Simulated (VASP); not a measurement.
# AlN in VASP: single point with LDA

Aim: the single point of AlN with LDA.

All numbers are computed with VASP 6.6.1; they aren't measurements. Logs are shortened: lines on timing, memory, paths and dates and some standing lists are left out, and cuts for length are marked.

## Step 1: The cell of the first run

The cell holds a slab with vacuum, 8 atoms: a = 3.089 Å, b = 4.943 Å, c = 17.566 Å, α = 90.00°, β = 90.00°, γ = 90.00°.

## Step 2: Single point, LDA

The input, INCAR:

```
  ALGO = Normal
  DIPOL = 0.5 0.5 0.499
  EDIFF = 1E-6
  ENCUT = 520
  IDIPOL = 3
  ISIF = 2
  ISMEAR = 0
  LASPH = T
  LCHARG = T
  LDIPOL = T
  LELF = T
  LREAL = F
  LVACPOTAV = T
  LVHAR = T
  LWAVE = F
  NBANDS = 26
  NELM = 60
  PREC = Accurate
  SIGMA = 0.05
```

The input, KPOINTS:

```
k-points
0
Gamma
  9 6 1
```

The input, POSCAR:

```
AlN
1.0
    3.0886572978      0.0000000000      0.0000000000
    0.0000000000      4.9430255636      0.0000000000
    0.0000000000      0.0000000000     17.5664742446
Al N
4 4
Direct
    0.0000000000      0.9984939568      0.3984863384
    0.5000000000      0.4984939568      0.4492431692
    0.5000000000      0.9929020997      0.5561453218
    0.0000000000      0.4656985128      0.5886097771
    0.0000000000      0.6165060432      0.3984863384
    0.5000000000      0.1165060432      0.4492431692
    0.5000000000      0.6149997343      0.5548980417
    0.0000000000      0.1126057682      0.5979523991
```

Potentials or basis: VASP PAW LDA potentials, release 64 (Al, N).

Command:

```bash
$ cat potpaw_LDA.64/Al/POTCAR potpaw_LDA.64/N/POTCAR > POTCAR
$ mpirun -np 1 vasp_std > vasp.out
```

OUTCAR:

```text
EDIFF = 1E-6
   ENCUT = 520
   ISIF = 2
   ISMEAR = 0
   LASPH = T
   LREAL = F
   NELM = 60
   PREC = Accurate

 ion  position               nearest neighbor table
   1  0.000  0.998  0.398-   6 1.88   6 1.88   5 1.89   2 3.05   2 3.05   2 3.05   2 3.05   3 3.17
                             3 3.17
   2  0.500  0.498  0.449-   5 1.88   5 1.88   6 1.89   7 1.94   4 2.90   4 2.90   1 3.05   1 3.05
                             1 3.05   1 3.05   3 3.08   3 3.13
   3  0.500  0.993  0.556-   8 1.81   8 1.81   7 1.87   6 1.97   4 2.86   4 2.86   2 3.08   4 3.08
                             4 3.08   2 3.13   1 3.17   1 3.17
   4  0.000  0.466  0.589-   8 1.75   7 1.81   7 1.81   3 2.86   3 2.86   2 2.90   2 2.90   3 3.08
                             3 3.08
   5  0.000  0.617  0.398-   2 1.88   2 1.88   1 1.89
   6  0.500  0.117  0.449-   1 1.88   1 1.88   2 1.89   3 1.97
   7  0.500  0.615  0.555-   4 1.81   4 1.81   3 1.87   2 1.94
   8  0.000  0.113  0.598-   4 1.75   3 1.81   3 1.81

  LATTYP: Found a simple orthorhombic cell.
 ALAT       =     3.0886572978
 B/A-ratio  =     1.6003800639
 C/A-ratio  =     5.6874144817

  Lattice vectors:

 A1 = (   3.0886572978,   0.0000000000,   0.0000000000)
 A2 = (   0.0000000000,   4.9430255636,   0.0000000000)
 A3 = (   0.0000000000,   0.0000000000,  17.5664742446)

Analysis of symmetry for initial positions (statically):
=====================================================================
 Subroutine PRICEL returns:
 Original cell was already a primitive cell.

 Routine SETGRP: Setting up the symmetry group for a
 simple orthorhombic supercell.

 Subroutine GETGRP returns: Found  2 space group operations
 (whereof  2 operations were pure point group operations)
 out of a pool of  8 trial point group operations.

The static configuration has the point symmetry C_1h.

Analysis of symmetry for dynamics (positions and initial velocities):
=====================================================================
 Subroutine PRICEL returns:
 Original cell was already a primitive cell.

 Routine SETGRP: Setting up the symmetry group for a
 simple orthorhombic supercell.

 Subroutine GETGRP returns: Found  2 space group operations
 (whereof  2 operations were pure point group operations)
 out of a pool of  8 trial point group operations.

The dynamic configuration has the point symmetry C_1h.

 Subroutine INISYM returns: Found  2 space group operations
 (whereof  2 operations are pure point group operations),
 and found     1 'primitive' translations

----------------------------------------------------------------------------------------

                                     Primitive cell

  volume of cell :     268.1928

  direct lattice vectors                    reciprocal lattice vectors
     3.088657298  0.000000000  0.000000000     0.323765282  0.000000000  0.000000000
     0.000000000  4.943025564  0.000000000     0.000000000  0.202305245  0.000000000
     0.000000000  0.000000000 17.566474245     0.000000000  0.000000000  0.056926620

  length of vectors
     3.088657298  4.943025564 17.566474245     0.323765282  0.202305245  0.056926620

  position of ions in fractional coordinates (direct lattice)
     0.000000000  0.998493957  0.398486338
     0.500000000  0.498493957  0.449243169
     0.500000000  0.992902100  0.556145322
     0.000000000  0.465698513  0.588609777
     0.000000000  0.616506043  0.398486338
     0.500000000  0.116506043  0.449243169
     0.500000000  0.614999734  0.554898042
     0.000000000  0.112605768  0.597952399

  ion indices of the primitive-cell ions
   primitive index   ion index
                 1           1
                 2           2
                 3           3
                 4           4
                 5           5
                 6           6
                 7           7
                 8           8

----------------------------------------------------------------------------------------

 KPOINTS: k-points

Automatic generation of k-mesh.
 Grid dimensions read from file:
 generate k-points for:    9    6    1

 Generating k-lattice:

  Cartesian coordinates                     Fractional coordinates (reciprocal lattice)
     0.035973920  0.000000000  0.000000000     0.111111111  0.000000000  0.000000000
     0.000000000  0.033717541  0.000000000     0.000000000  0.166666667  0.000000000
     0.000000000  0.000000000  0.056926620     0.000000000  0.000000000  1.000000000

  Length of vectors
     0.035973920  0.033717541  0.056926620

  Shift w.r.t. Gamma in fractional coordinates (k-lattice)
     0.000000000  0.000000000  0.000000000

 Subroutine IBZKPT returns following result:
 ===========================================

 Found     20 irreducible k-points:

 Following reciprocal coordinates:
            Coordinates               Weight
  0.000000  0.000000  0.000000      1.000000
  0.111111  0.000000  0.000000      2.000000
  0.222222  0.000000  0.000000      2.000000
  0.333333  0.000000  0.000000      2.000000
  0.444444  0.000000  0.000000      2.000000
  0.000000  0.166667  0.000000      2.000000
[... 12 lines left out ...]
  0.333333  0.500000  0.000000      2.000000
  0.444444  0.500000  0.000000      2.000000
   k-points           NKPTS =     20   k-points in BZ     NKDIM =     20   number of bands    NBANDS=     26
   number of dos      NEDOS =    301   number of ions     NIONS =      8
   total plane-waves  NPLWV = 134400
   dimension x,y,z NGX =    24 NGY =   40 NGZ =  140
   dimension x,y,z NGXF=    48 NGYF=   80 NGZF=  280
   ions per type =               4   4
   NGX,Y,Z   is equivalent  to a cutoff of  12.92, 13.45, 13.25 a.u.
   NGXF,Y,Z  is equivalent  to a cutoff of  25.84, 26.91, 26.50 a.u.
 SYSTEM =  unknown system
   PREC   = accura    normal or accurate (medium, high low for compatibility)
   ISTART =      0    job   : 0-new  1-cont  2-samecut
   ICHARG =      2    charge: 1-file 2-atom 10-const
   ISPIN  =      1    spin polarized calculation?
   LNONCOLLINEAR =      F non collinear calculations
   LSORBIT =      F    spin-orbit coupling
   LASPH  =      T    aspherical Exc in radial PAW
   ENCUT  =  520.0 eV  38.22 Ry    6.18 a.u.   5.74  9.19 32.66*2*pi/ulx,y,z
   NELM   =     60;   NELMIN=  2; NELMDL= -5     # of ELM steps
   EDIFF  = 0.1E-05   stopping-criterion for ELM
   LREAL  =      F    real-space projection
   EDIFFG = 0.1E-04   stopping-criterion for IOM
   NSW    =      0    number of steps for IOM
   IBRION =     -1    ionic relax: 0-MD 1-quasi-New 2-CG
   NFREE  =      0    steps in history (QN), initial steepest desc. (CG)
   ISIF   =      2    stress and relaxation
   ISYM   =      2    0-nonsym 1-usesym 2-fastsym
   POTIM  = 0.5000    time-step for ionic-motion
   TEBEG  =    0.0;   TEEND  =   0.0 temperature during run
   PSTRESS=    0.0 pullay stress
   NELECT =      32.0000    total number of electrons
   NUPDOWN=      -1.0000    fix difference up-down
   EMIN   =  10.00;   EMAX   =-10.00  energy-range for DOS
   EFERMI =   0.00;   METHOD = LEGACY
   ISMEAR =     0;   SIGMA  =   0.05  broadening in eV -4-tet -1-fermi 0-gaus
   EFERMI_NEDOS =   21; number of points for ismear=-14 and -15
   IALGO  =     38    algorithm
   IMIX   =      4    mixing-type and parameters
     AMIX     =   0.40;   BMIX     =  1.00
     AMIX_MAG =   1.60;   BMIX_MAG =  1.00
  volume/ion in A,a.u.               =      33.52       226.23
  Fermi-wavevector in a.u.,A,eV,Ry     =   0.805952  1.523028  8.837778  0.649558
  Thomas-Fermi vector in A             =   1.914293
   LORBIT       =      0    0 simple, 1 ext, 2 COOP (PROOUT), +10 PAW based schemes
   GGA     = CA    functional components
   LHFCALC =     F    Hartree Fock is set to
   AEXX    =    0.0000 exact exchange contribution
   IVDW    =     0    specifies the selected vdW correction
   LEPSILON=     F    determine dielectric tensor
   LRPA    =     F    only Hartree local field effects (RPA)
 non-spin polarized calculation
 Gauss-broadening in eV      SIGMA  =   0.05
  energy-cutoff  :      520.00
  volume of cell :      268.19
 maximum number of plane-waves:      7242
 NGX is ok and might be reduce to    24
   NGX = 11   NGY = 19   NGZ = 65

 dipolmoment           0.000000      0.000000     -0.000000 electrons x Angstroem

 number of electron      31.9999997 magnetization

 dipolmoment           0.000000      0.000000      0.022658 electrons x Angstroem

 Free energy of the ion-electron system (eV)
  ---------------------------------------------------
  ext. energy  EPLUGINS =         0.00000000
  ---------------------------------------------------
  free energy    TOTEN  =       -60.58850328 eV

  energy without entropy =      -60.58850328  energy(sigma->0) =      -60.58850328

 E-fermi :  -1.4891     XC(G=0):  -4.4017

 val. band max:       -1.7091675942   @ k =   0.0000   0.0000   0.0000
 cond. band min:      -0.2163074409   @ k =   0.0000   0.0000   0.0000
 fundamental gap:      1.4928601534
 Fermi energy:        -1.4891330653

 k-point     1 :       0.0000    0.0000    0.0000
  band No.  band energies     occupation
      1     -16.9669      2.00000
      2     -15.7155      2.00000
      3     -14.3959      2.00000
      4     -13.6593      2.00000
      5      -7.7891      2.00000
      6      -6.9451      2.00000
[... 18 lines left out ...]
     25       5.3643      0.00000
     26       6.2484      0.00000

 k-point     2 :       0.1111    0.0000    0.0000
  band No.  band energies     occupation
      1     -16.8567      2.00000
      2     -15.6266      2.00000
      3     -14.3365      2.00000
      4     -13.6293      2.00000
      5      -7.6541      2.00000
      6      -6.8200      2.00000
[... 18 lines left out ...]
     25       5.7163      0.00000
[... 492 lines left out ...]
     25       6.5598      0.00000
     26       6.8137      0.00000

 k-point    20 :       0.4444    0.5000    0.0000
  band No.  band energies     occupation
      1     -15.5046      2.00000
      2     -15.0033      2.00000
      3     -14.0075      2.00000
      4     -13.4677      2.00000
      5      -7.8318      2.00000
      6      -7.4143      2.00000
[... 18 lines left out ...]
     25       6.9825      0.00000
     26       7.2250      0.00000

------------------------ aborting loop because EDIFF is reached ----------------------------------------

  FORCE on cell =-STRESS in cart. coord.  units (eV):
  Direction    XX          YY          ZZ          XY          YZ          ZX
  --------------------------------------------------------------------------------------
  -------------------------------------------------------------------------------------
  Total        2.7773264     -2.0846894     -2.6578418      0.0000000      0.7544295      0.0000000
  in kB       16.5916781    -12.4538820    -15.8778804      0.0000000      4.5069431      0.0000000
  external PRESSURE =      -3.9133614 kB  Pullay stress =       0.0000000 kB

 VOLUME and BASIS-vectors are now :
 -----------------------------------------------------------------------------
  energy-cutoff  :      520.00
  volume of cell :      268.19
      direct lattice vectors                 reciprocal lattice vectors
     3.088657298  0.000000000  0.000000000     0.323765282  0.000000000  0.000000000
     0.000000000  4.943025564  0.000000000     0.000000000  0.202305245  0.000000000
     0.000000000  0.000000000 17.566474245     0.000000000  0.000000000  0.056926620

 POSITION                                       TOTAL-FORCE (eV/Angst)
 -----------------------------------------------------------------------------------
      0.00000      4.93558      7.00000         0.000000     -1.591863      2.249200
      1.54433      2.46407      7.89162         0.000000      0.783370     -1.950614
      1.54433      4.90794      9.76951         0.000000     -0.014317     -0.018496
      0.00000      2.30196     10.33980         0.000000      0.043322      0.018599
      0.00000      3.04741      7.00000         0.000000      0.735084      0.780990
      1.54433      0.57589      7.89162         0.000000      0.072736     -1.103010
      1.54433      3.03996      9.74760         0.000000      0.019393     -0.028443
      0.00000      0.55661     10.50392         0.000000     -0.047724      0.051776
 -----------------------------------------------------------------------------------
    total drift:                                0.000000      0.000123     -0.000036

  FREE ENERGIE OF THE ION-ELECTRON SYSTEM (eV)
  ---------------------------------------------------
  free  energy   TOTEN  =       -60.5885032752 eV

  energy  without entropy=      -60.5885032752  energy(sigma->0) =      -60.58850328

 vacuum level on the upper side and lower side of the slab         3.780         3.511
```

Wall time 1.8 min (1 thread of Intel Xeon 6975P-C (Granite Rapids), shared host); peak memory 0.32 GiB.

What came out:

```yaml
Free_energy: -60.5885 eV
Largest_force: 2.756 eV/Å
Band_gap_on_the_k_mesh: 1.49 eV, direct
```

Forces on the atoms (eV/Å):
```
Al   0.000 -1.592  2.249
Al   0.000  0.783 -1.951
Al   0.000 -0.014 -0.018
Al   0.000  0.043  0.019
N    0.000  0.735  0.781
N    0.000  0.073 -1.103
N    0.000  0.019 -0.028
N    0.000 -0.048  0.052
```
